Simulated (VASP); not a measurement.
# BaTiO3 in VASP: a series of runs

The runs below take BaTiO3 through single point, with r2SCAN+U.

Everything below comes from runs of VASP 6.6.1. Logs are shortened: lines on timing, memory, paths and dates and some standing lists are left out, and cuts for length are marked.

## 1. The cell of the first run

Symmetry: Pm-3m, No. 221, cubic system. Conventional cell: a = 3.926 Å, b = 3.926 Å, c = 3.926 Å, α = 90.00°, β = 90.00°, γ = 90.00°. Within 3.7 Å of Ba (site symmetry m-3m) lie 12 O at 2.78 Å and 8 Ti at 3.40 Å. Ti (site symmetry m-3m) has 6 O at 1.96 Å within 2.6 Å. Within 2.6 Å of O (site symmetry 4/mmm) lie 2 Ti at 1.96 Å.

## 2. Single point, r2SCAN+U

The input, POSCAR:

```
BaTiO3
1.0
    3.9261383878      0.0000000000      0.0000000000
    0.0000000000      3.9261383878      0.0000000000
    0.0000000000      0.0000000000      3.9262983012
Ba Ti O
1 1 3
Direct
    0.5000000000      0.5000000000      0.5720066777
    0.0000000000      0.0000000000      0.0720154808
    0.0000000000      0.5000000000      0.0719925656
    0.5000000000      0.0000000000      0.0719925656
    0.0000000000      0.0000000000      0.5719897003
```

The input, INCAR.step1:

```
SYSTEM = BaTiO3
PREC     = Accurate       ! precision mode
ENCUT    = 520            ! plane-wave cutoff, eV
ISMEAR   = 0              ! smearing method
SIGMA    = 0.02           ! smearing width, eV
LREAL    = .False.        ! projectors in reciprocal space
LASPH    = .True.         ! aspherical terms in the spheres
NELM     = 150            ! most SCF steps
LMAXMIX  = 4              ! l up to which the mixer works
LDAU     = .True.         ! DFT+U
LDAUTYPE = 2            
LDAUL    = -1 2 -1        ! shell
LDAUU    = 0 4 0          ! U, eV
LDAUJ    = 0 0 0        
NBANDS   = 28             ! bands
GGA      = PE             ! functional
ALGO     = Normal         ! electronic algorithm
EDIFF    = 1E-4           ! SCF threshold, eV
LWAVE    = .True.         ! write WAVECAR
LCHARG   = .False.        ! write CHGCAR
```

The input, INCAR.step2:

```
SYSTEM = BaTiO3
PREC     = Accurate       ! precision mode
ENCUT    = 520            ! plane-wave cutoff, eV
EDIFF    = 1E-6           ! SCF threshold, eV
ISMEAR   = 0              ! smearing method
SIGMA    = 0.02           ! smearing width, eV
LREAL    = .False.        ! projectors in reciprocal space
LASPH    = .True.         ! aspherical terms in the spheres
NELM     = 150            ! most SCF steps
ALGO     = Normal         ! electronic algorithm
ISIF     = 2              ! what is computed and relaxed
LWAVE    = .False.        ! write WAVECAR
LCHARG   = .True.         ! write CHGCAR
LMAXMIX  = 4              ! l up to which the mixer works
LDAU     = .True.         ! DFT+U
LDAUTYPE = 2            
LDAUL    = -1 2 -1        ! shell
LDAUU    = 0 4 0          ! U, eV
LDAUJ    = 0 0 0        
LDAUPRINT= 1            
METAGGA  = R2SCAN         ! meta-GGA
LMIXTAU  = .True.       
LELF     = .True.         ! ELF
LVHAR    = .True.       
NBANDS   = 28             ! bands
ISTART   = 1
```

The input, KPOINTS:

```
Automatic mesh
0
Gamma
  6 6 6
  0 0 0
```

Potentials or basis: VASP PAW PBE potentials, release 64 (Ba_sv, Ti_sv, O).

Command:

```sh
$ cat potpaw_PBE.64/Ba_sv/POTCAR potpaw_PBE.64/Ti_sv/POTCAR potpaw_PBE.64/O/POTCAR > POTCAR
$ cp INCAR.step1 INCAR
$ mpirun -np 1 vasp_std > vasp.out
$ cp INCAR.step2 INCAR
$ mpirun -np 1 vasp_std > vasp.out
```

OUTCAR:

```text
SYSTEM = BaTiO3
   PREC = Accurate
   ENCUT = 520
   EDIFF = 1E-6
   ISMEAR = 0
   LREAL = .False.
   LASPH = .True.
   NELM = 150
   ISIF = 2
   METAGGA = R2SCAN
   ISTART = 1

 ion  position               nearest neighbor table
   1  0.500  0.500  0.572-   5 2.78   5 2.78   5 2.78   5 2.78   4 2.78   3 2.78   3 2.78   4 2.78
                             3 2.78   4 2.78   3 2.78   4 2.78   2 3.40   2 3.40   2 3.40   2 3.40
   2  0.000  0.000  0.072-   5 1.96   4 1.96   3 1.96   3 1.96   4 1.96   5 1.96   1 3.40   1 3.40
                             1 3.40   1 3.40   1 3.40   1 3.40   1 3.40   1 3.40
   3  0.000  0.500  0.072-   2 1.96   2 1.96   1 2.78   1 2.78   1 2.78   1 2.78
   4  0.500  0.000  0.072-   2 1.96   2 1.96   1 2.78   1 2.78   1 2.78   1 2.78
   5  0.000  0.000  0.572-   2 1.96   2 1.96   1 2.78   1 2.78   1 2.78   1 2.78

  LATTYP: Found a simple tetragonal cell.
 ALAT       =     3.9261383878
 C/A-ratio  =     1.0000407305

  Lattice vectors:

 A1 = (   3.9261383878,   0.0000000000,   0.0000000000)
 A2 = (   0.0000000000,   3.9261383878,   0.0000000000)
 A3 = (   0.0000000000,   0.0000000000,   3.9262983012)

Analysis of symmetry for initial positions (statically):
=====================================================================
 Subroutine PRICEL returns:
 Original cell was already a primitive cell.

 Routine SETGRP: Setting up the symmetry group for a
 simple tetragonal supercell.

 Subroutine GETGRP returns: Found  8 space group operations
 (whereof  8 operations were pure point group operations)
 out of a pool of 16 trial point group operations.

The static configuration has the point symmetry C_4v.

Analysis of symmetry for dynamics (positions and initial velocities):
=====================================================================
 Subroutine PRICEL returns:
 Original cell was already a primitive cell.

 Routine SETGRP: Setting up the symmetry group for a
 simple tetragonal supercell.

 Subroutine GETGRP returns: Found  8 space group operations
 (whereof  8 operations were pure point group operations)
 out of a pool of 16 trial point group operations.

The dynamic configuration has the point symmetry C_4v.

 Subroutine INISYM returns: Found  8 space group operations
 (whereof  8 operations are pure point group operations),
 and found     1 'primitive' translations

----------------------------------------------------------------------------------------

                                     Primitive cell

  volume of cell :      60.5222

  direct lattice vectors                    reciprocal lattice vectors
     3.926138388  0.000000000  0.000000000     0.254703197  0.000000000  0.000000000
     0.000000000  3.926138388  0.000000000     0.000000000  0.254703197  0.000000000
     0.000000000  0.000000000  3.926298301     0.000000000  0.000000000  0.254692823

  length of vectors
     3.926138388  3.926138388  3.926298301     0.254703197  0.254703197  0.254692823

  position of ions in fractional coordinates (direct lattice)
     0.500000000  0.500000000  0.572006678
     0.000000000  0.000000000  0.072015481
     0.000000000  0.500000000  0.071992566
     0.500000000  0.000000000  0.071992566
     0.000000000  0.000000000  0.571989700

  ion indices of the primitive-cell ions
   primitive index   ion index
                 1           1
                 2           2
                 3           3
                 4           4
                 5           5

----------------------------------------------------------------------------------------

 KPOINTS: Automatic mesh

Automatic generation of k-mesh.
 Grid dimensions read from file:
 generate k-points for:    6    6    6

 Generating k-lattice:

[... 41 lines left out ...]
  0.500000  0.000000  0.333333      4.000000
 [... further k-points ...]
   k-points           NKPTS =     40   k-points in BZ     NKDIM =     40   number of bands    NBANDS=     28
   number of dos      NEDOS =    301   number of ions     NIONS =      5
   total plane-waves  NPLWV =  27000
   dimension x,y,z NGX =    30 NGY =   30 NGZ =   30
   dimension x,y,z NGXF=    60 NGYF=   60 NGZF=   60
   ions per type =               1   1   3
   NGX,Y,Z   is equivalent  to a cutoff of  12.70, 12.70, 12.70 a.u.
   NGXF,Y,Z  is equivalent  to a cutoff of  25.41, 25.41, 25.40 a.u.
 SYSTEM =  BaTiO3
   PREC   = accura    normal or accurate (medium, high low for compatibility)
   ISTART =      1    job   : 0-new  1-cont  2-samecut
   ICHARG =      0    charge: 1-file 2-atom 10-const
   ISPIN  =      1    spin polarized calculation?
   LNONCOLLINEAR =      F non collinear calculations
   LSORBIT =      F    spin-orbit coupling
   LASPH  =      T    aspherical Exc in radial PAW
   ENCUT  =  520.0 eV  38.22 Ry    6.18 a.u.   7.30  7.30  7.30*2*pi/ulx,y,z
   NELM   =    150;   NELMIN=  2; NELMDL=  0     # of ELM steps
   EDIFF  = 0.1E-05   stopping-criterion for ELM
   LREAL  =      F    real-space projection
   EDIFFG = 0.1E-04   stopping-criterion for IOM
   NSW    =      0    number of steps for IOM
   IBRION =     -1    ionic relax: 0-MD 1-quasi-New 2-CG
   NFREE  =      0    steps in history (QN), initial steepest desc. (CG)
   ISIF   =      2    stress and relaxation
   ISYM   =      2    0-nonsym 1-usesym 2-fastsym
   POTIM  = 0.5000    time-step for ionic-motion
   TEBEG  =    0.0;   TEEND  =   0.0 temperature during run
   PSTRESS=    0.0 pullay stress
   NELECT =      40.0000    total number of electrons
   NUPDOWN=      -1.0000    fix difference up-down
   EMIN   =  10.00;   EMAX   =-10.00  energy-range for DOS
   EFERMI =   0.00;   METHOD = LEGACY
   ISMEAR =     0;   SIGMA  =   0.02  broadening in eV -4-tet -1-fermi 0-gaus
   EFERMI_NEDOS =   21; number of points for ismear=-14 and -15
   IALGO  =     38    algorithm
   IMIX   =      4    mixing-type and parameters
     AMIX     =   0.40;   BMIX     =  1.00
     AMIX_MAG =   1.60;   BMIX_MAG =  1.00
  volume/ion in A,a.u.               =      12.10        81.68
  Fermi-wavevector in a.u.,A,eV,Ry     =   1.426012  2.694773 27.667605  2.033512
  Thomas-Fermi vector in A             =   2.546335
   LORBIT       =      0    0 simple, 1 ext, 2 COOP (PROOUT), +10 PAW based schemes
 LDA+U is selected, type is set to LDAUTYPE =  2
   angular momentum for each species LDAUL =    -1    2   -1
   U (eV)           for each species LDAUU =   0.0  4.0  0.0
   J (eV)           for each species LDAUJ =   0.0  0.0  0.0
   METAGGA = R2SCAN    functional components
   LHFCALC =     F    Hartree Fock is set to
   AEXX    =    0.0000 exact exchange contribution
   IVDW    =     0    specifies the selected vdW correction
   LEPSILON=     F    determine dielectric tensor
   LRPA    =     F    only Hartree local field effects (RPA)
 non-spin polarized calculation
 Gauss-broadening in eV      SIGMA  =   0.02
  energy-cutoff  :      520.00
  volume of cell :       60.52
 maximum number of plane-waves:      1654
 NGX is ok and might be reduce to    30
   NGX = 15   NGY = 15   NGZ = 15

atom =   2  type =  2  l = 2

 onsite density matrix

spin component  1

  0.0981  0.0000  0.0000 -0.0000 -0.0000
  0.0000  0.0981  0.0000  0.0000 -0.0000
  0.0000  0.0000  0.2466 -0.0000 -0.0000
 -0.0000  0.0000 -0.0000  0.0981  0.0000
 -0.0000 -0.0000 -0.0000  0.0000  0.2466

spin component  2

  0.0981  0.0000  0.0000 -0.0000 -0.0000
  0.0000  0.0981  0.0000  0.0000 -0.0000
  0.0000  0.0000  0.2466 -0.0000 -0.0000
 -0.0000  0.0000 -0.0000  0.0981  0.0000
 -0.0000 -0.0000 -0.0000  0.0000  0.2466

 occupancies and eigenvectors

  o =  0.0981  v =  0.0000 -0.0133 -0.0000 -0.9999  0.0000  0.0000  0.0000  0.0000  0.0000  0.0000      0.0000  0.0000  0.0000  0.0000  0.0000  0.0000  0.0000  0.0000  0.0000  0.0000
  o =  0.0981  v =  0.0000  0.0000  0.0000  0.0000  0.0000  0.0000 -0.0133 -0.0000 -0.9999  0.0000      0.0000  0.0000  0.0000  0.0000  0.0000  0.0000  0.0000  0.0000  0.0000  0.0000
  o =  0.0981  v =  0.0000 -0.9999 -0.0000  0.0133  0.0000  0.0000  0.0000  0.0000  0.0000  0.0000      0.0000  0.0000  0.0000  0.0000  0.0000  0.0000  0.0000  0.0000  0.0000  0.0000
  o =  0.0981  v =  0.0000  0.0000  0.0000  0.0000  0.0000  0.0000 -0.9999 -0.0000  0.0133  0.0000      0.0000  0.0000  0.0000  0.0000  0.0000  0.0000  0.0000  0.0000  0.0000  0.0000
  o =  0.0981  v =  1.0000  0.0000  0.0000  0.0000  0.0000  0.0000  0.0000  0.0000  0.0000  0.0000      0.0000  0.0000  0.0000  0.0000  0.0000  0.0000  0.0000  0.0000  0.0000  0.0000
  o =  0.0981  v =  0.0000  0.0000  0.0000  0.0000  0.0000  1.0000  0.0000  0.0000  0.0000  0.0000      0.0000  0.0000  0.0000  0.0000  0.0000  0.0000  0.0000  0.0000  0.0000  0.0000
  o =  0.2466  v =  0.0000  0.0000  0.0000  0.0000  0.0000  0.0000 -0.0000  1.0000 -0.0000  0.0000      0.0000  0.0000  0.0000  0.0000  0.0000  0.0000  0.0000  0.0000  0.0000  0.0000
  o =  0.2466  v =  0.0000 -0.0000  1.0000 -0.0000  0.0000  0.0000  0.0000  0.0000  0.0000  0.0000      0.0000  0.0000  0.0000  0.0000  0.0000  0.0000  0.0000  0.0000  0.0000  0.0000
  o =  0.2466  v =  0.0000  0.0000  0.0000  0.0000  0.0000  0.0000 -0.0000  0.0000  0.0000 -1.0000      0.0000  0.0000  0.0000  0.0000  0.0000  0.0000  0.0000  0.0000  0.0000  0.0000
  o =  0.2466  v =  0.0000 -0.0000  0.0000  0.0000 -1.0000  0.0000  0.0000  0.0000  0.0000  0.0000      0.0000  0.0000  0.0000  0.0000  0.0000  0.0000  0.0000  0.0000  0.0000  0.0000

 number of electron      39.9999999 magnetization

 Free energy of the ion-electron system (eV)
  ---------------------------------------------------
  ext. energy  EPLUGINS =         0.00000000
  ---------------------------------------------------
  free energy    TOTEN  =       -71.42834932 eV

  energy without entropy =      -71.42834932  energy(sigma->0) =      -71.42834932

 E-fermi :   4.2699     XC(G=0): -12.2559

 val. band max:        4.1235392858   @ k =   0.5000   0.5000   0.5000
 cond. band min:       6.9449475336   @ k =   0.0000   0.0000   0.0000
 fundamental gap:      2.8214082478
 Fermi energy:         4.2699035650

 k-point     1 :       0.0000    0.0000    0.0000
  band No.  band energies     occupation
      1     -55.5057      2.00000
      2     -30.6500      2.00000
      3     -30.6500      2.00000
      4     -30.6485      2.00000
      5     -21.2351      2.00000
      6     -13.9126      2.00000
[... 733 lines left out ...]
     27      13.3544      0.00000
     28      14.7399      0.00000

 [... further k-points ...]

------------------------ aborting loop because EDIFF is reached ----------------------------------------

  FORCE on cell =-STRESS in cart. coord.  units (eV):
  Direction    XX          YY          ZZ          XY          YZ          ZX
  --------------------------------------------------------------------------------------
  -------------------------------------------------------------------------------------
  Total        6.3195837      6.3195837      6.3276693      0.0000000      0.0000000      0.0000000
  in kB      167.2956146    167.2956146    167.5096605      0.0000000      0.0000000      0.0000000
  external PRESSURE =     167.3669632 kB  Pullay stress =       0.0000000 kB

 VOLUME and BASIS-vectors are now :
 -----------------------------------------------------------------------------
  energy-cutoff  :      520.00
  volume of cell :       60.52
      direct lattice vectors                 reciprocal lattice vectors
     3.926138388  0.000000000  0.000000000     0.254703197  0.000000000  0.000000000
     0.000000000  3.926138388  0.000000000     0.000000000  0.254703197  0.000000000
     0.000000000  0.000000000  3.926298301     0.000000000  0.000000000  0.254692823

 POSITION                                       TOTAL-FORCE (eV/Angst)
 -----------------------------------------------------------------------------------
      1.96307      1.96307      2.24587         0.000000      0.000000     -0.000327
      0.00000      0.00000      0.28275         0.000000      0.000000     -0.002295
      0.00000      1.96307      0.28266         0.000000     -0.000000      0.001429
      1.96307      0.00000      0.28266        -0.000000     -0.000000      0.001429
      0.00000      0.00000      2.24580         0.000000     -0.000000     -0.000236
 -----------------------------------------------------------------------------------
    total drift:                                0.000000     -0.000000     -0.011873

  FREE ENERGIE OF THE ION-ELECTRON SYSTEM (eV)
  ---------------------------------------------------
  free  energy   TOTEN  =       -71.4283493187 eV

  energy  without entropy=      -71.4283493187  energy(sigma->0) =      -71.42834932
```

Wall time 6 min (1 thread of Intel Xeon 8259CL, shared host); peak memory 0.22 GiB.

Results:

```
Free energy            : -71.4283 eV
Pressure               : 16.7 GPa
Band gap on the k mesh : 2.82 eV (least direct gap 2.96 eV)
```

Forces in eV/Å, atoms in the order of the input:
```
Ba   0.000  0.000  0.000
Ti   0.000  0.000 -0.002
O    0.000  0.000  0.001
O    0.000  0.000  0.001
O    0.000  0.000  0.000
```

Eigenvalues of the final occupation matrices:
```tsv
site	spin	trace	eigenvalues
site 2 d	1	0.79	0.10 0.10 0.10 0.25 0.25
site 2 d	2	0.79	0.10 0.10 0.10 0.25 0.25
```

Caveat: the cell stands under pressure; the PAW data sets were made with another functional, which shifts forces and pressure a little; spin-orbit coupling is left out, which moves the levels of the heavy elements. A k mesh can miss the band edges.

(Part 1 of 2 ends here.)
